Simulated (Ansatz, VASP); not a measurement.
One calculation of MoS2, two programs

```
Mo S
1.0
     3.18454    0.00000    0.00000
    -1.59227    2.75789    0.00000
     0.00000    0.00000   16.10157
Mo S
1 2
Cartesian
  0.0000 0.0000 8.0508
  0.0000 1.8386 9.6021
  0.0000 1.8386 6.4994
```

Alike in both runs: task single point; functional PBE; k mesh 24 × 24 × 1; occupations gaussian, width 0.05 eV; non-collinear spin, spin-orbit coupling.

|  | VASP | Ansatz |
| --- | --- | --- |
| version | VASP 6.6.1 | Ansatz 0.2.0 |
| potentials or method | VASP PAW PBE potentials, release 64 (Mo_sv, S), cutoff 520 eV | plane waves, PAW |
| valence electrons in the cell | 26 | 26 |

|  | VASP | Ansatz | Ansatz less VASP |
| --- | --- | --- | --- |
| rms of the force components (eV/Å) | 0.096 | 0.101 | +0.0051 |
| net moment per atom (μB) | 0.00 | 0.00 | 0.000 |

Atom by atom the forces differ by 0.005 eV/Å (rms over components). With one functional, cell and mesh, what is left measures potentials, basis and numerics.
